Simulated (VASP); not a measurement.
Cu:

```
CELL_PARAMETERS angstrom
4.55456 0.00000 0.00000
0.00000 4.55456 0.00000
0.00000 0.00000 4.55456
ATOMIC_POSITIONS crystal
Cu 0.00000 0.00000 0.00000
Cu 0.50000 0.50000 0.50000
Cu 0.25000 0.00000 0.50000
Cu 0.75000 0.00000 0.50000
Cu 0.50000 0.25000 0.00000
Cu 0.50000 0.75000 0.00000
Cu 0.00000 0.50000 0.25000
Cu 0.00000 0.50000 0.75000
```

```yaml
Program: VASP 6.6.1
Task: relaxation of cell and atoms
Functional: LDA
Potentials_or_basis: VASP PAW LDA potentials, release 64 (Cu_sv_GW)
Cutoff: 820 eV
k_mesh: 6 × 6 × 6
Occupations: fermi-dirac, width 0.1 eV
Spin: no spin polarisation
```

At the start: pressure -9.5 GPa; volume 11.81 Å³/atom.

Q: How do energy, volume and symmetry change on relaxing?

A: Over 3 steps the energy falls by 20.7 meV/atom and the volume is 11.16 Å³/atom (-5.5 %); space group Pm-3n (No. 223, to 0.1 Å) before and after.

Step by step:
```
step  energy change (eV)  largest force (eV/Å)  pressure (GPa)  volume (Å³)
   1              0.0000                0.0000           -9.49        94.48
   2             -0.0499                0.0000            9.59        85.23
   3             -0.1653                0.0000           -0.05        89.25
```

Final structure:
```xyz
8
Lattice="4.4689 0.0000 0.0000 0.0000 4.4689 0.0000 0.0000 0.0000 4.4689" Properties=species:S:1:pos:R:3 pbc="T T T"
Cu    0.0000    0.0000    0.0000
Cu    2.2345    2.2345    2.2345
Cu    1.1172    0.0000    2.2345
Cu    3.3517    0.0000    2.2345
Cu    2.2345    1.1172    0.0000
Cu    2.2345    3.3517    0.0000
Cu    0.0000    2.2345    1.1172
Cu    0.0000    2.2345    3.3517
```
